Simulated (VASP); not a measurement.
A run of VASP 6.6.1 is set up as follows.

File INCAR:

```
SYSTEM = AlRu
ALGO = Normal
DIPOL = 0.5 0.5 0.500
EDIFF = 1E-6
ENCUT = 520
IDIPOL = 3
ISIF = 2
ISMEAR = -1
LASPH = .TRUE.
LCHARG = .FALSE.
LDIPOL = .TRUE.
LREAL = .FALSE.
LWAVE = .FALSE.
NBANDS = 34
NELM = 100
PREC = Accurate
SIGMA = 0.05
```

KPOINTS

```
k-points
0
G
  12 9 1
  0 0 0
```

File POSCAR:

```
AlRu
1.0
    2.9535694198      0.0000000000      0.0000000000
    0.0000000000      4.1769779308      0.0000000000
    0.0000000000      0.0000000000     20.1770000000
Ru Al
3 3
Direct
    0.7500000000      0.2500000000      0.3964916011
    0.7500000000      0.7500000000      0.5000000000
    0.7500000000      0.2500000000      0.6035083989
    0.2500000000      0.7500000000      0.3964916011
    0.2500000000      0.2500000000      0.5000000000
    0.2500000000      0.7500000000      0.6035083989
```

Potentials or basis: VASP PAW LDA potentials, release 64 (Ru_pv, Al).

Launch:

```bash
$ cat potpaw_LDA.64/Ru_pv/POTCAR potpaw_LDA.64/Al/POTCAR > POTCAR
$ mpirun -np 1 vasp_std > vasp.out
```

Problem. What does it give for the largest force?

Solution. 0.312 eV/Å.

Forces on the atoms (eV/Å):
```
Ru   0.000  0.000  0.312
Ru   0.000  0.000  0.000
Ru   0.000  0.000 -0.312
Al   0.000  0.000  0.013
Al   0.000  0.000  0.000
Al   0.000  0.000 -0.013
```
